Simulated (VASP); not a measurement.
HfB:

```
Hf B
1.0
     0.00000    2.31000    2.31000
     2.31000    0.00000    2.31000
     2.31000    2.31000    0.00000
Hf B
1 1
Direct
  0.50000 0.50000 0.50000
  0.00000 0.00000 0.00000
```

```yaml
Program: VASP 6.6.1
Task: relaxation of cell and atoms
Functional: revPBE
Dispersion: D4
Potentials_or_basis: VASP PAW PBE potentials, release 64 (Hf_pv, B)
Cutoff: 600 eV
k_mesh: 10 × 10 × 10
Occupations: fermi-dirac, width 0.05 eV
Spin: no spin polarisation
```

At the start: pressure 24.4 GPa; volume 12.33 Å³/atom.

Q: How do energy, volume and symmetry change on relaxing?

A: Over 15 steps the energy falls by 101.5 meV/atom and the volume is 13.78 Å³/atom (+11.8 %); space group Fm-3m (No. 225, to 0.05 Å).

The path:
```csv
step,energy change (eV),largest force (eV/Å),pressure (GPa),volume (Å³)
1,0.0000,0.0000,24.45,24.65
2,0.1045,0.0000,-19.73,31.99
3,-0.2028,0.0000,-0.62,27.67
4,-0.2030,0.0000,-0.12,27.58
5,-0.2029,0.0000,0.36,27.52
6,-0.2029,0.0000,0.31,27.52
7,-0.2029,0.0000,0.25,27.53
8,-0.2029,0.0000,0.25,27.53
9,-0.2029,0.0000,0.25,27.53
10,-0.2029,0.0000,0.25,27.53
11,-0.2029,0.0000,0.25,27.53
12,-0.2029,0.0000,0.25,27.53
13,-0.2029,0.0000,0.24,27.53
14,-0.2030,0.0000,0.16,27.54
15,-0.2030,0.0000,0.08,27.55
```

Final structure:
```
CELL_PARAMETERS angstrom
0.00000 2.39729 2.39729
2.39729 0.00000 2.39729
2.39729 2.39729 0.00000
ATOMIC_POSITIONS crystal
Hf 0.50000 0.50000 0.50000
B 0.00000 0.00000 0.00000
```

Caveat: the PAW data sets were made with another functional, which shifts forces and pressure a little; the volume moved by +12 % from the deposited cell, more than functionals usually miss; pairwise dispersion overbinds metals, which lowers pressure and volume.
